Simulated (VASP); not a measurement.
# Si3N4 (I-43d) in VASP: single point with r2SCAN

Aim: the single point of Si3N4 with r2SCAN.

All numbers are computed with VASP 6.6.1; they aren't measurements. Logs are shortened: lines on timing, memory, paths and dates and some standing lists are left out, and cuts for length are marked.

**1. The cell of the first run**

The structure is cubic, space group I-43d (No. 220). The conventional cell has a = 6.475 Å, b = 6.475 Å, c = 6.475 Å, α = 90.00°, β = 90.00°, γ = 90.00°. Within 2.3 Å of Si (site symmetry -4) lie 4 N at 1.75 Å. N (site symmetry 3) has 3 Si at 1.75 Å within 2.3 Å.

**2. Single point, r2SCAN**

The input, POSCAR:

```
Si3N4
1.0
   -3.2373500000      3.2373500000      3.2373500000
    3.2373500000     -3.2373500000      3.2373500000
    3.2373500000      3.2373500000     -3.2373500000
Si N
6 8
Direct
    0.2500000000      0.1250000000      0.8750000000
    0.8750000000      0.2500000000      0.1250000000
    0.7500000000      0.3750000000      0.6250000000
    0.6250000000      0.7500000000      0.3750000000
    0.1250000000      0.8750000000      0.2500000000
    0.3750000000      0.6250000000      0.7500000000
    0.5628000000      0.5628000000      0.5628000000
    0.4372000000      0.5000000000      0.0000000000
    0.5000000000      0.0000000000      0.9372000000
    0.0000000000      0.4372000000      0.5000000000
    0.9372000000      0.5000000000      0.0000000000
    0.0628000000      0.0628000000      0.0628000000
    0.0000000000      0.9372000000      0.5000000000
    0.5000000000      0.0000000000      0.4372000000
```

The input, INCAR.step1:

```
SYSTEM = Si3N4
PREC = Accurate ; ENCUT = 520
ISMEAR = 0 ; SIGMA = 0.01
LREAL = .False. ; LASPH = .True.
NELM = 100 ; NBANDS = 45
GGA = PE ; ALGO = Normal
EDIFF = 1E-4 ; LWAVE = .True.
LCHARG = .False.
```

The input, INCAR.step2:

```
SYSTEM = Si3N4
PREC = Accurate ; ENCUT = 520
EDIFF = 1E-6 ; ISMEAR = 0
SIGMA = 0.01 ; LREAL = .False.
LASPH = .True. ; NELM = 100
ALGO = Normal ; ISIF = 2
LWAVE = .False. ; LCHARG = .True.
METAGGA = R2SCAN ; LMIXTAU = .True.
LELF = .True. ; LVHAR = .True.
NBANDS = 45 ; ISTART = 1
```

The input, KPOINTS:

```
Automatic mesh
0
Gamma
  4 4 4
  0 0 0
```

Potentials or basis: VASP PAW PBE potentials, release 64 (Si, N).

Command:

```
$ cat potpaw_PBE.64/Si/POTCAR potpaw_PBE.64/N/POTCAR > POTCAR
$ cp INCAR.step1 INCAR
$ mpirun -np 1 vasp_std > vasp.out
$ cp INCAR.step2 INCAR
$ mpirun -np 1 vasp_std > vasp.out
```

OUTCAR:

```text
SYSTEM = Si3N4
   PREC = Accurate
   ENCUT = 520
   EDIFF = 1E-6
   ISMEAR = 0
   LREAL = .False.
   LASPH = .True.
   NELM = 100
   ISIF = 2
   METAGGA = R2SCAN
   ISTART = 1

 ion  position               nearest neighbor table
   1  0.250  0.125  0.875-  12 1.75   9 1.75   8 1.75  13 1.75   4 3.03   6 3.03   2 3.03   5 3.03
                             6 3.03   4 3.03   2 3.03   5 3.03
   2  0.875  0.250  0.125-  10 1.75  11 1.75  12 1.75   9 1.75   5 3.03   6 3.03   1 3.03   6 3.03
                             3 3.03   1 3.03   3 3.03   5 3.03
   3  0.750  0.375  0.625-   7 1.75  10 1.75  11 1.75  14 1.75   6 3.03   5 3.03   4 3.03   5 3.03
                             2 3.03   2 3.03   4 3.03   6 3.03
   4  0.625  0.750  0.375-   7 1.75   8 1.75  13 1.75  14 1.75   3 3.03   5 3.03   1 3.03   6 3.03
                             1 3.03   5 3.03   6 3.03   3 3.03
   5  0.125  0.875  0.250-  11 1.75  12 1.75  13 1.75  14 1.75   1 3.03   4 3.03   3 3.03   2 3.03
                             3 3.03   4 3.03   1 3.03   2 3.03
   6  0.375  0.625  0.750-  10 1.75   8 1.75   9 1.75   7 1.75   4 3.03   1 3.03   2 3.03   1 3.03
                             3 3.03   2 3.03   4 3.03   3 3.03
   7  0.563  0.563  0.563-   4 1.75   3 1.75   6 1.75
   8  0.437  0.500  0.000-   1 1.75   4 1.75   6 1.75
   9  0.500  0.000  0.937-   1 1.75   6 1.75   2 1.75
  10  0.000  0.437  0.500-   6 1.75   3 1.75   2 1.75
  11  0.937  0.500  0.000-   5 1.75   3 1.75   2 1.75
  12  0.063  0.063  0.063-   1 1.75   2 1.75   5 1.75
  13  0.000  0.937  0.500-   1 1.75   4 1.75   5 1.75
  14  0.500  0.000  0.437-   4 1.75   5 1.75   3 1.75

  LATTYP: Found a body centered cubic cell.
 ALAT       =     6.4747000000

  Lattice vectors:

 A1 = (  -3.2373500000,   3.2373500000,   3.2373500000)
 A2 = (   3.2373500000,  -3.2373500000,   3.2373500000)
 A3 = (   3.2373500000,   3.2373500000,  -3.2373500000)

Analysis of symmetry for initial positions (statically):
=====================================================================
 Subroutine PRICEL returns:
 Original cell was already a primitive cell.

 Routine SETGRP: Setting up the symmetry group for a
 body centered cubic supercell.

 Subroutine GETGRP returns: Found 24 space group operations
 (whereof  3 operations were pure point group operations)
 out of a pool of 48 trial point group operations.

The static configuration has the point symmetry C_3 .
 The point group associated with its full space group is T_d .

Analysis of symmetry for dynamics (positions and initial velocities):
=====================================================================
 Subroutine PRICEL returns:
 Original cell was already a primitive cell.

 Routine SETGRP: Setting up the symmetry group for a
 body centered cubic supercell.

 Subroutine GETGRP returns: Found 24 space group operations
 (whereof  3 operations were pure point group operations)
 out of a pool of 48 trial point group operations.

The dynamic configuration has the point symmetry C_3 .
 The point group associated with its full space group is T_d .

 Subroutine INISYM returns: Found 24 space group operations
 (whereof  3 operations are pure point group operations),
 and found     1 'primitive' translations

----------------------------------------------------------------------------------------

                                     Primitive cell

  volume of cell :     135.7153

  direct lattice vectors                    reciprocal lattice vectors
    -3.237350000  3.237350000  3.237350000     0.000000000  0.154447310  0.154447310
     3.237350000 -3.237350000  3.237350000     0.154447310  0.000000000  0.154447310
     3.237350000  3.237350000 -3.237350000     0.154447310  0.154447310  0.000000000

  length of vectors
     5.607254682  5.607254682  5.607254682     0.218421481  0.218421481  0.218421481

  position of ions in fractional coordinates (direct lattice)
     0.250000000  0.125000000  0.875000000
     0.875000000  0.250000000  0.125000000
     0.750000000  0.375000000  0.625000000
     0.625000000  0.750000000  0.375000000
     0.125000000  0.875000000  0.250000000
     0.375000000  0.625000000  0.750000000
[... 36 lines left out ...]
  Cartesian coordinates                     Fractional coordinates (reciprocal lattice)
     0.000000000  0.038611828  0.038611828     0.250000000  0.000000000  0.000000000
     0.038611828  0.000000000  0.038611828     0.000000000  0.250000000  0.000000000
     0.038611828  0.038611828  0.000000000     0.000000000  0.000000000  0.250000000

  Length of vectors
     0.054605370  0.054605370  0.054605370

  Shift w.r.t. Gamma in fractional coordinates (k-lattice)
     0.000000000  0.000000000  0.000000000

 Subroutine IBZKPT returns following result:
 ===========================================

 Found      8 irreducible k-points:

 Following reciprocal coordinates:
            Coordinates               Weight
  0.000000  0.000000  0.000000      1.000000
  0.250000  0.000000  0.000000     12.000000
  0.500000  0.000000  0.000000      6.000000
  0.250000  0.250000  0.000000     24.000000
  0.250000  0.250000  0.250000      2.000000
 -0.250000  0.250000  0.250000      6.000000
  0.500000  0.500000  0.250000     12.000000
  0.500000  0.500000  0.500000      1.000000
   k-points           NKPTS =      8   k-points in BZ     NKDIM =      8   number of bands    NBANDS=     45
   number of dos      NEDOS =    301   number of ions     NIONS =     14
   total plane-waves  NPLWV =  74088
   dimension x,y,z NGX =    42 NGY =   42 NGZ =   42
   dimension x,y,z NGXF=    84 NGYF=   84 NGZF=   84
   ions per type =               6   8
   NGX,Y,Z   is equivalent  to a cutoff of  12.45, 12.45, 12.45 a.u.
   NGXF,Y,Z  is equivalent  to a cutoff of  24.90, 24.90, 24.90 a.u.
 SYSTEM =  Si3N4
   PREC   = accura    normal or accurate (medium, high low for compatibility)
   ISTART =      1    job   : 0-new  1-cont  2-samecut
   ICHARG =      0    charge: 1-file 2-atom 10-const
   ISPIN  =      1    spin polarized calculation?
   LNONCOLLINEAR =      F non collinear calculations
   LSORBIT =      F    spin-orbit coupling
   LASPH  =      T    aspherical Exc in radial PAW
   ENCUT  =  520.0 eV  38.22 Ry    6.18 a.u.  10.43 10.43 10.43*2*pi/ulx,y,z
   NELM   =    100;   NELMIN=  2; NELMDL=  0     # of ELM steps
   EDIFF  = 0.1E-05   stopping-criterion for ELM
   LREAL  =      F    real-space projection
   EDIFFG = 0.1E-04   stopping-criterion for IOM
   NSW    =      0    number of steps for IOM
   IBRION =     -1    ionic relax: 0-MD 1-quasi-New 2-CG
   NFREE  =      0    steps in history (QN), initial steepest desc. (CG)
   ISIF   =      2    stress and relaxation
   ISYM   =      2    0-nonsym 1-usesym 2-fastsym
   POTIM  = 0.5000    time-step for ionic-motion
   TEBEG  =    0.0;   TEEND  =   0.0 temperature during run
   PSTRESS=    0.0 pullay stress
   NELECT =      64.0000    total number of electrons
   NUPDOWN=      -1.0000    fix difference up-down
   EMIN   =  10.00;   EMAX   =-10.00  energy-range for DOS
   EFERMI =   0.00;   METHOD = LEGACY
   ISMEAR =     0;   SIGMA  =   0.01  broadening in eV -4-tet -1-fermi 0-gaus
   EFERMI_NEDOS =   21; number of points for ismear=-14 and -15
   IALGO  =     38    algorithm
   IMIX   =      4    mixing-type and parameters
     AMIX     =   0.40;   BMIX     =  1.00
     AMIX_MAG =   1.60;   BMIX_MAG =  1.00
  volume/ion in A,a.u.               =       9.69        65.42
  Fermi-wavevector in a.u.,A,eV,Ry     =   1.274261  2.408005 22.092350  1.623742
  Thomas-Fermi vector in A             =   2.407039
   LORBIT       =      0    0 simple, 1 ext, 2 COOP (PROOUT), +10 PAW based schemes
   METAGGA = R2SCAN    functional components
   LHFCALC =     F    Hartree Fock is set to
   AEXX    =    0.0000 exact exchange contribution
   IVDW    =     0    specifies the selected vdW correction
   LEPSILON=     F    determine dielectric tensor
   LRPA    =     F    only Hartree local field effects (RPA)
 non-spin polarized calculation
 Gauss-broadening in eV      SIGMA  =   0.01
  energy-cutoff  :      520.00
  volume of cell :      135.72
 maximum number of plane-waves:      3700
 NGX is ok and might be reduce to    42
   NGX = 21   NGY = 21   NGZ = 21

 number of electron      64.0000001 magnetization

 Free energy of the ion-electron system (eV)
  ---------------------------------------------------
  ext. energy  EPLUGINS =         0.00000000
  ---------------------------------------------------
  free energy    TOTEN  =      -142.74579383 eV

  energy without entropy =     -142.74579383  energy(sigma->0) =     -142.74579383

 E-fermi :   7.5311     XC(G=0): -11.9342

 val. band max:        7.4513863479   @ k =   0.5000   0.0000   0.0000
 cond. band min:      12.1792315040   @ k =  -0.2500   0.2500   0.2500
 fundamental gap:      4.7278451561
 Fermi energy:         7.5311054155

 k-point     1 :       0.0000    0.0000    0.0000
  band No.  band energies     occupation
      1     -11.5808      2.00000
      2      -8.7005      2.00000
      3      -8.7005      2.00000
      4      -8.7005      2.00000
      5      -8.2080      2.00000
      6      -8.2080      2.00000
[... 365 lines left out ...]
     43      16.8460      0.00000
     44      16.8460      0.00000
 [bands above 44 left out]

------------------------ aborting loop because EDIFF is reached ----------------------------------------

  FORCE on cell =-STRESS in cart. coord.  units (eV):
  Direction    XX          YY          ZZ          XY          YZ          ZX
  --------------------------------------------------------------------------------------
  -------------------------------------------------------------------------------------
  Total       -3.5692015     -3.5692015     -3.5692015      0.0000000      0.0000000      0.0000000
  in kB      -42.1359410    -42.1359410    -42.1359410      0.0000000      0.0000000      0.0000000
  external PRESSURE =     -42.1359410 kB  Pullay stress =       0.0000000 kB

 VOLUME and BASIS-vectors are now :
 -----------------------------------------------------------------------------
  energy-cutoff  :      520.00
  volume of cell :      135.72
      direct lattice vectors                 reciprocal lattice vectors
    -3.237350000  3.237350000  3.237350000     0.000000000  0.154447310  0.154447310
     3.237350000 -3.237350000  3.237350000     0.154447310  0.000000000  0.154447310
     3.237350000  3.237350000 -3.237350000     0.154447310  0.154447310  0.000000000

 POSITION                                       TOTAL-FORCE (eV/Angst)
 -----------------------------------------------------------------------------------
      2.42801      3.23735     -1.61868         0.000000      0.000000     -0.000000
     -1.61868      2.42801      3.23735         0.000000      0.000000     -0.000000
      0.80934      3.23735      1.61868         0.000000      0.000000     -0.000000
      1.61868      0.80934      3.23735         0.000000      0.000000     -0.000000
      3.23735     -1.61868      2.42801         0.000000      0.000000     -0.000000
      3.23735      1.61868      0.80934         0.000000      0.000000     -0.000000
      1.82198      1.82198      1.82198         0.016622      0.016622      0.016622
      0.20331     -0.20331      3.03404         0.016622     -0.016622     -0.016622
      1.41537      4.65272     -1.41537        -0.016622     -0.016622      0.016622
      3.03404      0.20331     -0.20331        -0.016622      0.016622     -0.016622
     -1.41537      1.41537      4.65272         0.016622     -0.016622     -0.016622
      0.20331      0.20331      0.20331         0.016622      0.016622      0.016622
      4.65272     -1.41537      1.41537        -0.016622      0.016622     -0.016622
     -0.20331      3.03404      0.20331        -0.016622     -0.016622      0.016622
 -----------------------------------------------------------------------------------
    total drift:                               -0.000001     -0.000001     -0.000001

  FREE ENERGIE OF THE ION-ELECTRON SYSTEM (eV)
  ---------------------------------------------------
  free  energy   TOTEN  =      -142.7457938301 eV

  energy  without entropy=     -142.7457938301  energy(sigma->0) =     -142.74579383
```

Run time: 2.3 min. Hardware: 1 thread of Intel Xeon Platinum 8375C at 2.90GHz (Ice Lake), shared host; peak memory 0.29 GiB.

Results:

```
Free energy            : -142.7458 eV
Pressure               : -4.2 GPa
Largest force          : 0.029 eV/Å
Band gap on the k mesh : 4.73 eV (least direct gap 4.91 eV)
```

Forces in eV/Å, atoms in the order of the input:
```
Si   0.000  0.000  0.000
Si   0.000  0.000  0.000
Si   0.000  0.000  0.000
Si   0.000  0.000  0.000
Si   0.000  0.000  0.000
Si   0.000  0.000  0.000
N    0.017  0.017  0.017
N    0.017 -0.017 -0.017
N   -0.017 -0.017  0.017
N   -0.017  0.017 -0.017
N    0.017 -0.017 -0.017
N    0.017  0.017  0.017
N   -0.017  0.017 -0.017
N   -0.017 -0.017  0.017
```

Caveat: the cell stands under tension; the PAW data sets were made with another functional, which shifts forces and pressure a little.
